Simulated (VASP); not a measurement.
# As (P6_3/mmc) in VASP: a series of runs, part 2 of 2

VASP 6.6.1.

## (3) Single point, PBE

This run uses another cell than the first one, of 19.40 Å³/atom.

Contents of INCAR:

```
PREC = Accurate
ENCUT = 520
EDIFF = 1E-6
ISMEAR = -1
SIGMA = 0.1
LREAL = False
LASPH = True
NELM = 100
ALGO = Normal
ISIF = 2
LWAVE = False
LCHARG = False
GGA = PE
NBANDS = 12
```

Contents of KPOINTS:

```
regular mesh
0
Gamma
  16 16 9
```

Contents of POSCAR:

```
As
1.0
    2.9582581981      0.0000000000      0.0000000000
   -1.4791290991      2.5619267505      0.0000000000
    0.0000000000      0.0000000000      5.1188773795
As
2
Direct
    0.3333333333      0.6666666667      0.2500000000
    0.6666666667      0.3333333333      0.7500000000
```

Potentials or basis: VASP PAW PBE potentials, release 64 (As).

Run with:

```sh
$ cat potpaw_PBE.64/As/POTCAR > POTCAR
$ mpirun -np 1 vasp_std > vasp.out
```

OUTCAR:

```text
PREC = Accurate
   ENCUT = 520
   EDIFF = 1E-6
   ISMEAR = -1
   LREAL = False
   LASPH = True
   NELM = 100
   ISIF = 2
   GGA = PE

 ion  position               nearest neighbor table
   1  0.333  0.667  0.250-
   2  0.667  0.333  0.750-

  LATTYP: Found a hexagonal cell.
 ALAT       =     2.9582581981
 C/A-ratio  =     1.7303686956

  Lattice vectors:

 A1 = (   2.9582581981,   0.0000000000,   0.0000000000)
 A2 = (  -1.4791290991,   2.5619267505,   0.0000000000)
 A3 = (   0.0000000000,   0.0000000000,   5.1188773795)

Analysis of symmetry for initial positions (statically):
=====================================================================
 Subroutine PRICEL returns:
 Original cell was already a primitive cell.

 Routine SETGRP: Setting up the symmetry group for a
 hexagonal supercell.

 Subroutine GETGRP returns: Found 24 space group operations
 (whereof 12 operations were pure point group operations)
 out of a pool of 24 trial point group operations.

The static configuration has the point symmetry D_3d.
 The point group associated with its full space group is D_6h.

Analysis of symmetry for dynamics (positions and initial velocities):
=====================================================================
 Subroutine PRICEL returns:
 Original cell was already a primitive cell.

 Routine SETGRP: Setting up the symmetry group for a
 hexagonal supercell.

 Subroutine GETGRP returns: Found 24 space group operations
 (whereof 12 operations were pure point group operations)
 out of a pool of 24 trial point group operations.

The dynamic configuration has the point symmetry D_3d.
 The point group associated with its full space group is D_6h.

 Subroutine INISYM returns: Found 24 space group operations
 (whereof 12 operations are pure point group operations),
 and found     1 'primitive' translations

----------------------------------------------------------------------------------------

                                     Primitive cell

  volume of cell :      38.7952

  direct lattice vectors                    reciprocal lattice vectors
     2.958258198  0.000000000  0.000000000     0.338036754  0.195165611  0.000000000
    -1.479129099  2.561926751  0.000000000     0.000000000  0.390331222  0.000000000
     0.000000000  0.000000000  5.118877379     0.000000000  0.000000000  0.195355334

  length of vectors
     2.958258198  2.958258198  5.118877379     0.390331222  0.390331222  0.195355334

  position of ions in fractional coordinates (direct lattice)
     0.333333333  0.666666667  0.250000000
     0.666666667  0.333333333  0.750000000

  ion indices of the primitive-cell ions
   primitive index   ion index
                 1           1
                 2           2

----------------------------------------------------------------------------------------

 KPOINTS: regular mesh

Automatic generation of k-mesh.
 Grid dimensions read from file:
 generate k-points for:   16   16    9

 Generating k-lattice:

  Cartesian coordinates                     Fractional coordinates (reciprocal lattice)
     0.021127297  0.012197851  0.000000000     0.062500000  0.000000000  0.000000000
     0.000000000  0.024395701  0.000000000     0.000000000  0.062500000  0.000000000
     0.000000000  0.000000000  0.021706148     0.000000000  0.000000000  0.111111111

  Length of vectors
     0.024395701  0.024395701  0.021706148

  Shift w.r.t. Gamma in fractional coordinates (k-lattice)
     0.000000000  0.000000000  0.000000000

 Subroutine IBZKPT returns following result:
 ===========================================

 Found    150 irreducible k-points:

 Following reciprocal coordinates:
            Coordinates               Weight
  0.000000  0.000000  0.000000      1.000000
  0.062500  0.000000  0.000000      6.000000
  0.125000  0.000000  0.000000      6.000000
  0.187500  0.000000  0.000000      6.000000
  0.250000  0.000000  0.000000      6.000000
  0.312500  0.000000  0.000000      6.000000
[... 16 lines left out ...]
  0.187500  0.187500  0.000000      6.000000
  0.250000  0.187500  0.000000     12.000000
 [... further k-points ...]
   k-points           NKPTS =    150   k-points in BZ     NKDIM =    150   number of bands    NBANDS=     12
   number of dos      NEDOS =    301   number of ions     NIONS =      2
   total plane-waves  NPLWV =  23040
   dimension x,y,z NGX =    24 NGY =   24 NGZ =   40
   dimension x,y,z NGXF=    48 NGYF=   48 NGZF=   80
   ions per type =               2
   NGX,Y,Z   is equivalent  to a cutoff of  13.49, 13.49, 12.99 a.u.
   NGXF,Y,Z  is equivalent  to a cutoff of  26.97, 26.97, 25.98 a.u.
 SYSTEM =  unknown system
   PREC   = accura    normal or accurate (medium, high low for compatibility)
   ISTART =      0    job   : 0-new  1-cont  2-samecut
   ICHARG =      2    charge: 1-file 2-atom 10-const
   ISPIN  =      1    spin polarized calculation?
   LNONCOLLINEAR =      F non collinear calculations
   LSORBIT =      F    spin-orbit coupling
   LASPH  =      T    aspherical Exc in radial PAW
   ENCUT  =  520.0 eV  38.22 Ry    6.18 a.u.   5.50  5.50  9.52*2*pi/ulx,y,z
   NELM   =    100;   NELMIN=  2; NELMDL= -5     # of ELM steps
   EDIFF  = 0.1E-05   stopping-criterion for ELM
   LREAL  =      F    real-space projection
   EDIFFG = 0.1E-04   stopping-criterion for IOM
   NSW    =      0    number of steps for IOM
   IBRION =     -1    ionic relax: 0-MD 1-quasi-New 2-CG
   NFREE  =      0    steps in history (QN), initial steepest desc. (CG)
   ISIF   =      2    stress and relaxation
   ISYM   =      2    0-nonsym 1-usesym 2-fastsym
   POTIM  = 0.5000    time-step for ionic-motion
   TEBEG  =    0.0;   TEEND  =   0.0 temperature during run
   PSTRESS=    0.0 pullay stress
   NELECT =      10.0000    total number of electrons
   NUPDOWN=      -1.0000    fix difference up-down
   EMIN   =  10.00;   EMAX   =-10.00  energy-range for DOS
   EFERMI =   0.00;   METHOD = LEGACY
   ISMEAR =    -1;   SIGMA  =   0.10  broadening in eV -4-tet -1-fermi 0-gaus
   EFERMI_NEDOS =   21; number of points for ismear=-14 and -15
   IALGO  =     38    algorithm
   IMIX   =      4    mixing-type and parameters
     AMIX     =   0.40;   BMIX     =  1.00
     AMIX_MAG =   1.60;   BMIX_MAG =  1.00
  volume/ion in A,a.u.               =      19.40       130.90
  Fermi-wavevector in a.u.,A,eV,Ry     =   1.041875  1.968858 14.769175  1.085504
  Thomas-Fermi vector in A             =   2.176515
   LORBIT       =      0    0 simple, 1 ext, 2 COOP (PROOUT), +10 PAW based schemes
   GGA     = PE    functional components
[... 5 lines left out ...]
 non-spin polarized calculation
  energy-cutoff  :      520.00
  volume of cell :       38.80
 maximum number of plane-waves:      1070
 NGX is ok and might be reduce to    24
   NGX = 11   NGY = 11   NGZ = 19

 number of electron      10.0000002 magnetization

 Free energy of the ion-electron system (eV)
  ---------------------------------------------------
  ext. energy  EPLUGINS =         0.00000000
  ---------------------------------------------------
  free energy    TOTEN  =        -8.36896054 eV

  energy without entropy =       -8.33714629  energy(sigma->0) =       -8.35305341

 E-fermi :   6.3432     XC(G=0): -10.6885

 val. band max:        6.3420711891   @ k =   0.2500   0.2500   0.1111
 cond. band min:       6.3827765395   @ k =   0.5000   0.0000   0.3333
 fundamental gap:      0.0407053505
 Fermi energy:         6.3432491769

 k-point     1 :       0.0000    0.0000    0.0000
  band No.  band energies     occupation
      1      -8.6562      2.00000
      2      -4.9481      2.00000
      3      -0.3814      2.00000
      4      10.9118      0.00000
      5      10.9118      0.00000
      6      11.1118      0.00000
      7      12.2829      0.00000
      8      12.2829      0.00000
      9      16.5355      0.00000
     10      17.1646      0.00000
     11      18.8432      0.00000
     12      18.8432      0.00000

 k-point     2 :       0.0625    0.0000    0.0000
  band No.  band energies     occupation
      1      -8.5722      2.00000
      2      -4.8714      2.00000
      3      -0.2956      2.00000
      4      10.0853      0.00000
      5      10.6143      0.00000
      6      11.0956      0.00000
      7      11.8252      0.00000
      8      12.2882      0.00000
      9      16.9045      0.00000
     10      17.2412      0.00000
     11      18.1863      0.00000
     12      19.0299      0.00000
[... 316 lines left out ...]
 k-point    24 :       0.2500    0.1875    0.0000
  band No.  band energies     occupation
      1      -5.6613      2.00000
      2      -2.6069      2.00000
      3       2.5870      2.00000
      4       2.6624      2.00000
      5       3.8029      2.00000
      6       6.2374      1.48470
      7       7.7325      0.00000
      8       8.4552      0.00000
      9      13.3165      0.00000
     10      17.2374      0.00000
     11      17.8653      0.00000
     12      19.3709      0.00000

 [... further k-points ...]
[... 5 lines left out ...]
  --------------------------------------------------------------------------------------
  -------------------------------------------------------------------------------------
  Total        0.0107199      0.0107199      0.0131009     -0.0000000      0.0000000      0.0000000
  in kB        0.4427125      0.4427125      0.5410470     -0.0000000      0.0000000      0.0000000
  external PRESSURE =       0.4754907 kB  Pullay stress =       0.0000000 kB

 VOLUME and BASIS-vectors are now :
 -----------------------------------------------------------------------------
  energy-cutoff  :      520.00
  volume of cell :       38.80
      direct lattice vectors                 reciprocal lattice vectors
     2.958258198  0.000000000  0.000000000     0.338036754  0.195165611  0.000000000
    -1.479129099  2.561926751  0.000000000     0.000000000  0.390331222  0.000000000
     0.000000000  0.000000000  5.118877379     0.000000000  0.000000000  0.195355334

 POSITION                                       TOTAL-FORCE (eV/Angst)
 -----------------------------------------------------------------------------------
     -0.00000      1.70795      1.27972         0.000000      0.000000      0.000000
      1.47913      0.85398      3.83916        -0.000000      0.000000      0.000000
 -----------------------------------------------------------------------------------
    total drift:                               -0.000000      0.000000      0.000000

  FREE ENERGIE OF THE ION-ELECTRON SYSTEM (eV)
  ---------------------------------------------------
  free  energy   TOTEN  =        -8.3689605373 eV

  energy  without entropy=       -8.3371462918  energy(sigma->0) =       -8.35305341
```

OSZICAR:

```text
N       E                     dE             d eps       ncg     rms          rms(c)
DAV:   1     0.265982838718E+02    0.26598E+02   -0.42178E+03  3600   0.700E+02
DAV:   2    -0.696629394429E+01   -0.33565E+02   -0.32216E+02  4968   0.108E+02
DAV:   3    -0.837183155880E+01   -0.14055E+01   -0.13916E+01  4476   0.223E+01
DAV:   4    -0.837737653877E+01   -0.55450E-02   -0.55444E-02  4124   0.158E+00
DAV:   5    -0.837738367581E+01   -0.71370E-05   -0.71367E-05  4380   0.657E-02    0.266E+00
DAV:   6    -0.837138635244E+01    0.59973E-02   -0.39598E-03  4032   0.335E-01    0.156E+00
DAV:   7    -0.836892285006E+01    0.24635E-02   -0.77143E-03  4036   0.469E-01    0.637E-02
DAV:   8    -0.836896039503E+01   -0.37545E-04   -0.13362E-04  4116   0.799E-02    0.973E-03
DAV:   9    -0.836896053729E+01   -0.14225E-06   -0.11628E-06  3284   0.748E-03
   1 F= -.83689605E+01 E0= -.83530534E+01  d E =-.318142E-01
```

Run time: 34 s. Hardware: 1 thread of Intel Xeon 8259CL, shared host; peak memory 0.2 GiB.

Results:

* Free energy: -8.3690 eV
* Pressure: 0.0 GPa
* Band gap on the k mesh: zero (bands 5 and 6 overlap by 8.38 eV)

Levels at points of the mesh, in eV from the Fermi level:
```
           k point  band 1  band 2  band 3  band 4  band 5  band 6  band 7  band 8  band 9  band 10
(0.00, 0.00, 0.00)  -15.00  -11.29   -6.72    4.57    4.57    4.77    5.94    5.94   10.19    10.82
(0.50, 0.00, 0.00)  -10.66   -9.30   -5.33   -3.96   -2.39   -0.09    1.04    3.93    5.88     8.81
```

The gap in the log of VASP goes by the Fermi energy; the results here count the filled bands.